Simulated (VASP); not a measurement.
# Ti (I4/mmm) in VASP: notebook

The runs below take Ti through single point, with r2SCAN.

Program: VASP 6.6.1. These are calculated values, not measurements. Logs are shortened: lines on timing, memory, paths and dates and some standing lists are left out, and cuts for length are marked.

### Step 1. The cell of the first run

It takes space group I4/mmm (No. 139, tetragonal). Conventional cell: a = 2.828 Å, b = 2.828 Å, c = 3.938 Å, α = 90.00°, β = 90.00°, γ = 90.00°. Ti (site symmetry 4/mmm) has 12 Ti at 2.81 to 2.83 Å within 3.7 Å.

### Step 2. Single point, r2SCAN (strain -0.015 along x and y, -0.030 along z)

File POSCAR:

```
Ti
1.0
    0.0000000000      1.9995500000      1.9691000000
    1.9995500000      0.0000000000      1.9691000000
    1.9995500000      1.9995500000      0.0000000000
Ti
1
Direct
    0.0000000000      0.0000000000      0.0000000000
```

File INCAR.step1:

```
PREC = Accurate ; ENCUT = 520
ISMEAR = 0 ; SIGMA = 0.15
LREAL = False ; LASPH = True
NELM = 80 ; NBANDS = 12
GGA = PE ; ALGO = Normal
EDIFF = 1E-4 ; LWAVE = True
LCHARG = False
```

File INCAR.step2:

```
PREC = Accurate ; ENCUT = 520
EDIFF = 1E-6 ; ISMEAR = 0
SIGMA = 0.15 ; LREAL = False
LASPH = True ; NELM = 80
ALGO = Normal ; ISIF = 2
LWAVE = False ; LCHARG = False
METAGGA = R2SCAN ; LMIXTAU = True
NBANDS = 12 ; ISTART = 1
```

File KPOINTS:

```
regular mesh
0
Gamma
  20 20 20
```

Potentials or basis: VASP PAW PBE potentials, release 64 (Ti_sv).

On the command line:

```sh
$ cat potpaw_PBE.64/Ti_sv/POTCAR > POTCAR
$ cp INCAR.step1 INCAR
$ mpirun -np 1 vasp_std > vasp.out
$ cp INCAR.step2 INCAR
$ mpirun -np 1 vasp_std > vasp.out
```

OUTCAR:

```text
PREC = Accurate
   ENCUT = 520
   EDIFF = 1E-6
   ISMEAR = 0
   LREAL = False
   LASPH = True
   NELM = 80
   ISIF = 2
   METAGGA = R2SCAN
   ISTART = 1

 ion  position               nearest neighbor table
   1  0.000  0.000  0.000-

  LATTYP: Found a body centered tetragonal cell.
 ALAT       =     2.8277907286
 C/A-ratio  =     1.3926773152

  Lattice vectors:

 A1 = (   0.0000000000,  -1.9995500000,  -1.9691000000)
 A2 = (   0.0000000000,   1.9995500000,  -1.9691000000)
 A3 = (   1.9995500000,   0.0000000000,   1.9691000000)

Analysis of symmetry for initial positions (statically):
=====================================================================
 Subroutine PRICEL returns:
 Original cell was already a primitive cell.

 Routine SETGRP: Setting up the symmetry group for a
 body centered tetragonal supercell.

 Subroutine GETGRP returns: Found 16 space group operations
 (whereof 16 operations were pure point group operations)
 out of a pool of 16 trial point group operations.

The static configuration has the point symmetry D_4h.

Analysis of symmetry for dynamics (positions and initial velocities):
=====================================================================
 Subroutine PRICEL returns:
 Original cell was already a primitive cell.

 Routine SETGRP: Setting up the symmetry group for a
 body centered tetragonal supercell.

 Subroutine GETGRP returns: Found 16 space group operations
 (whereof 16 operations were pure point group operations)
 out of a pool of 16 trial point group operations.

The dynamic configuration has the point symmetry D_4h.

 Subroutine INISYM returns: Found 16 space group operations
 (whereof 16 operations are pure point group operations),
 and found     1 'primitive' translations

----------------------------------------------------------------------------------------

                                     Primitive cell

  volume of cell :      15.7457

  direct lattice vectors                    reciprocal lattice vectors
     0.000000000  1.999550000  1.969100000    -0.250056263  0.250056263  0.253923112
     1.999550000  0.000000000  1.969100000     0.250056263 -0.250056263  0.253923112
     1.999550000  1.999550000  0.000000000     0.250056263  0.250056263 -0.253923112

  length of vectors
     2.806341927  2.806341927  2.827790729     0.435354127  0.435354127  0.435354127

  position of ions in fractional coordinates (direct lattice)
     0.000000000  0.000000000  0.000000000

  ion indices of the primitive-cell ions
   primitive index   ion index
                 1           1

----------------------------------------------------------------------------------------

 KPOINTS: regular mesh

Automatic generation of k-mesh.
 Grid dimensions read from file:
 generate k-points for:   20   20   20

 Generating k-lattice:

  Cartesian coordinates                     Fractional coordinates (reciprocal lattice)
    -0.012502813  0.012502813  0.012696156     0.050000000  0.000000000  0.000000000
     0.012502813 -0.012502813  0.012696156     0.000000000  0.050000000  0.000000000
     0.012502813  0.012502813 -0.012696156     0.000000000  0.000000000  0.050000000

  Length of vectors
     0.021767706  0.021767706  0.021767706

  Shift w.r.t. Gamma in fractional coordinates (k-lattice)
     0.000000000  0.000000000  0.000000000

 Subroutine IBZKPT returns following result:
 ===========================================

 Found    641 irreducible k-points:

 Following reciprocal coordinates:
            Coordinates               Weight
  0.000000  0.000000  0.000000      1.000000
  0.050000  0.000000  0.000000      8.000000
  0.100000  0.000000  0.000000      8.000000
  0.150000  0.000000  0.000000      8.000000
  0.200000  0.000000  0.000000      8.000000
  0.250000 -0.000000  0.000000      8.000000
[... 16 lines left out ...]
 -0.400000  0.050000  0.000000      8.000000
 -0.350000  0.050000  0.000000      8.000000
 [... further k-points ...]
   k-points           NKPTS =    641   k-points in BZ     NKDIM =    641   number of bands    NBANDS=     12
   number of dos      NEDOS =    301   number of ions     NIONS =      1
   total plane-waves  NPLWV =  13824
   dimension x,y,z NGX =    24 NGY =   24 NGZ =   24
   dimension x,y,z NGXF=    48 NGYF=   48 NGZF=   48
   ions per type =               1
   NGX,Y,Z   is equivalent  to a cutoff of  14.22, 14.22, 14.11 a.u.
   NGXF,Y,Z  is equivalent  to a cutoff of  28.43, 28.43, 28.22 a.u.
 SYSTEM =  unknown system
   PREC   = accura    normal or accurate (medium, high low for compatibility)
   ISTART =      1    job   : 0-new  1-cont  2-samecut
   ICHARG =      0    charge: 1-file 2-atom 10-const
   ISPIN  =      1    spin polarized calculation?
   LNONCOLLINEAR =      F non collinear calculations
   LSORBIT =      F    spin-orbit coupling
   LASPH  =      T    aspherical Exc in radial PAW
   ENCUT  =  520.0 eV  38.22 Ry    6.18 a.u.   5.22  5.22  5.26*2*pi/ulx,y,z
   NELM   =     80;   NELMIN=  2; NELMDL=  0     # of ELM steps
   EDIFF  = 0.1E-05   stopping-criterion for ELM
   LREAL  =      F    real-space projection
   EDIFFG = 0.1E-04   stopping-criterion for IOM
   NSW    =      0    number of steps for IOM
   IBRION =     -1    ionic relax: 0-MD 1-quasi-New 2-CG
   NFREE  =      0    steps in history (QN), initial steepest desc. (CG)
   ISIF   =      2    stress and relaxation
   ISYM   =      2    0-nonsym 1-usesym 2-fastsym
   POTIM  = 0.5000    time-step for ionic-motion
   TEBEG  =    0.0;   TEEND  =   0.0 temperature during run
   PSTRESS=    0.0 pullay stress
   NELECT =      12.0000    total number of electrons
   NUPDOWN=      -1.0000    fix difference up-down
   EMIN   =  10.00;   EMAX   =-10.00  energy-range for DOS
   EFERMI =   0.00;   METHOD = LEGACY
   ISMEAR =     0;   SIGMA  =   0.15  broadening in eV -4-tet -1-fermi 0-gaus
   EFERMI_NEDOS =   21; number of points for ismear=-14 and -15
   IALGO  =     38    algorithm
   IMIX   =      4    mixing-type and parameters
     AMIX     =   0.40;   BMIX     =  1.00
     AMIX_MAG =   1.60;   BMIX_MAG =  1.00
  volume/ion in A,a.u.               =      15.75       106.26
  Fermi-wavevector in a.u.,A,eV,Ry     =   1.495367  2.825834 30.424296  2.236123
  Thomas-Fermi vector in A             =   2.607521
   LORBIT       =      0    0 simple, 1 ext, 2 COOP (PROOUT), +10 PAW based schemes
   METAGGA = R2SCAN    functional components
   LHFCALC =     F    Hartree Fock is set to
   AEXX    =    0.0000 exact exchange contribution
   IVDW    =     0    specifies the selected vdW correction
   LEPSILON=     F    determine dielectric tensor
   LRPA    =     F    only Hartree local field effects (RPA)
 non-spin polarized calculation
 Gauss-broadening in eV      SIGMA  =   0.15
  energy-cutoff  :      520.00
  volume of cell :       15.75
 maximum number of plane-waves:       444
 NGX is ok and might be reduce to    24
   NGX = 11   NGY = 11   NGZ = 11

 number of electron      11.9999998 magnetization

 Free energy of the ion-electron system (eV)
  ---------------------------------------------------
  ext. energy  EPLUGINS =         0.00000000
  ---------------------------------------------------
  free energy    TOTEN  =       -12.82212504 eV

  energy without entropy =      -12.80607691  energy(sigma->0) =      -12.81410098

 E-fermi :   9.3341     XC(G=0): -12.9231

 val. band max:        9.3324523652   @ k =   0.2000  -0.0000   0.1500
 cond. band min:       9.3352881454   @ k =  -0.2500   0.0500   0.2500
 fundamental gap:      0.0028357802
 Fermi energy:         9.3341318094

 k-point     1 :       0.0000    0.0000    0.0000
  band No.  band energies     occupation
      1     -49.5339      2.00000
      2     -24.2056      2.00000
      3     -24.2056      2.00000
      4     -24.2045      2.00000
      5       2.6582      2.00000
      6      10.3552      0.00000
      7      10.3553      0.00000
      8      10.4860      0.00000
      9      12.3576      0.00000
     10      12.5127      0.00000
     11      25.6456      0.00000
     12      30.8956      0.00000

 k-point     2 :       0.0500    0.0000    0.0000
  band No.  band energies     occupation
      1     -49.5293      2.00000
      2     -24.2297      2.00000
      3     -24.2088      2.00000
      4     -24.2076      2.00000
      5       2.7507      2.00000
      6      10.3134      0.00000
      7      10.3900      0.00000
      8      10.4987      0.00000
      9      12.3343      0.00000
     10      12.4862      0.00000
     11      25.7432      0.00000
     12      30.2508      0.00000

 k-point     3 :       0.1000    0.0000    0.0000
  band No.  band energies     occupation
      1     -49.5159      2.00000
      2     -24.3005      2.00000
      3     -24.2179      2.00000
      4     -24.2154      2.00000
      5       3.0226      2.00000
      6      10.1507      0.00000
      7      10.4830      0.00000
      8      10.5788      0.00000
      9      12.2790      0.00000
     10      12.4201      0.00000
     11      25.9779      0.00000
     12      28.8261      0.00000
[... 286 lines left out ...]
 k-point    23 :      -0.4000    0.0500    0.0000
  band No.  band energies     occupation
      1     -49.3539      2.00000
      2     -25.0917      2.00000
      3     -24.3298      2.00000
      4     -24.3219      2.00000
      5       6.3174      2.00000
      6       9.6182      0.00740
      7      10.3373      0.00000
      8      10.4009      0.00000
      9      13.3230      0.00000
     10      13.6480      0.00000
     11      19.8216      0.00000
     12      25.2518      0.00000

 k-point    24 :      -0.3500    0.0500    0.0000
  band No.  band energies     occupation
      1     -49.3729      2.00000
      2     -25.0016      2.00000
      3     -24.3221      2.00000
      4     -24.3062      2.00000
      5       6.0324      2.00000
      6       9.3734      0.71157
      7      10.4386      0.00000
      8      10.4750      0.00000
      9      12.9894      0.00000
     10      13.4176      0.00000
     11      20.8631      0.00000
     12      25.6240      0.00000

 [... further k-points ...]
[... 5 lines left out ...]
  --------------------------------------------------------------------------------------
  -------------------------------------------------------------------------------------
  Total        1.2835513      1.2835513      1.3352248      0.0000000      0.0000000      0.0000000
  in kB      130.6055127    130.6055127    135.8634578      0.0000000      0.0000000      0.0000000
  external PRESSURE =     132.3581611 kB  Pullay stress =       0.0000000 kB

 VOLUME and BASIS-vectors are now :
 -----------------------------------------------------------------------------
  energy-cutoff  :      520.00
  volume of cell :       15.75
      direct lattice vectors                 reciprocal lattice vectors
     0.000000000  1.999550000  1.969100000    -0.250056263  0.250056263  0.253923112
     1.999550000  0.000000000  1.969100000     0.250056263 -0.250056263  0.253923112
     1.999550000  1.999550000  0.000000000     0.250056263  0.250056263 -0.253923112

 POSITION                                       TOTAL-FORCE (eV/Angst)
 -----------------------------------------------------------------------------------
      0.00000      0.00000      0.00000         0.000000      0.000000      0.000000
 -----------------------------------------------------------------------------------
    total drift:                               -0.000000      0.000000      0.000000

  FREE ENERGIE OF THE ION-ELECTRON SYSTEM (eV)
  ---------------------------------------------------
  free  energy   TOTEN  =       -12.8221250419 eV

  energy  without entropy=      -12.8060769090  energy(sigma->0) =      -12.81410098
```

Run time: 3.5 min. Hardware: 1 thread of Intel Xeon Platinum 8488C (Sapphire Rapids), shared host; peak memory 0.24 GiB.

What came out:

```yaml
Free_energy: -12.8221 eV
Pressure: 13.2 GPa
Band_gap_on_the_k_mesh: zero (band 6 reaches 10.38 eV, above the bottom of band 7 at 8.85 eV)
```

Caveat: the cell differs from its parent crystal (strain -0.015 along x and y, -0.030 along z); the PAW data sets were made with another functional, which shifts forces and pressure a little.

### Step 3. Single point, r2SCAN (strain -0.030 along x and y, +0.015 along z)

File POSCAR:

```
Ti
1.0
    0.0000000000      1.9691000000      2.0604500000
    1.9691000000      0.0000000000      2.0604500000
    1.9691000000      1.9691000000      0.0000000000
Ti
1
Direct
    0.0000000000      0.0000000000      0.0000000000
```

File INCAR.step1:

```
  PREC = Accurate
  ENCUT = 520
  ISMEAR = 0
  SIGMA = 0.15
  LREAL = F
  LASPH = T
  NELM = 80
  NBANDS = 12
  GGA = PE
  ALGO = Normal
  EDIFF = 1E-4
  LWAVE = T
  LCHARG = F
```

File INCAR.step2:

```
  PREC = Accurate
  ENCUT = 520
  EDIFF = 1E-7
  ISMEAR = 0
  SIGMA = 0.15
  LREAL = F
  LASPH = T
  NELM = 80
  ALGO = Normal
  ISIF = 2
  LWAVE = F
  LCHARG = F
  METAGGA = R2SCAN
  LMIXTAU = T
  NBANDS = 12
  ISTART = 1
```

KPOINTS is that of step 2.

Potentials or basis: VASP PAW PBE potentials, release 64 (Ti_sv).

On the command line:

```sh
$ cat potpaw_PBE.64/Ti_sv/POTCAR > POTCAR
$ cp INCAR.step1 INCAR
$ mpirun -np 1 vasp_std > vasp.out
$ cp INCAR.step2 INCAR
$ mpirun -np 1 vasp_std > vasp.out
```

Wall time 4.5 min (1 thread of Intel Xeon Platinum 8488C (Sapphire Rapids), shared host); peak memory 0.24 GiB.

It converged, with:

```
Free energy            : -12.8381 eV
Pressure               : 11.1 GPa
Band gap on the k mesh : zero (band 6 reaches 10.08 eV, above the bottom of band 7 at 8.54 eV)
```

Stress tensor (GPa, compression positive):
```
11.52  0.00  0.00
 0.00 11.52  0.00
 0.00  0.00 10.16
```

Levels at points of the mesh, in eV from the Fermi level:
```csv
k point,band 2,band 3,band 4,band 5,band 6,band 7,band 8,band 9,band 10,band 11
"(0.00, 0.00, 0.00)",-33.59,-33.58,-33.58,-6.64,0.80,1.20,1.20,2.81,3.28,16.27
"(0.50, 0.00, 0.00)",-34.50,-33.72,-33.67,-2.90,0.70,0.75,1.18,4.13,4.32,9.54
"(0.50, 0.50, 0.00)",-34.42,-33.85,-33.85,-2.96,-1.93,2.61,4.30,4.49,4.49,11.51
"(0.50, 0.00, 0.50)",-34.43,-33.96,-33.88,-2.98,-2.06,3.58,4.26,4.34,4.66,12.33
```

Caveat: the cell differs from its parent crystal (strain -0.030 along x and y, +0.015 along z); the PAW data sets were made with another functional, which shifts forces and pressure a little.
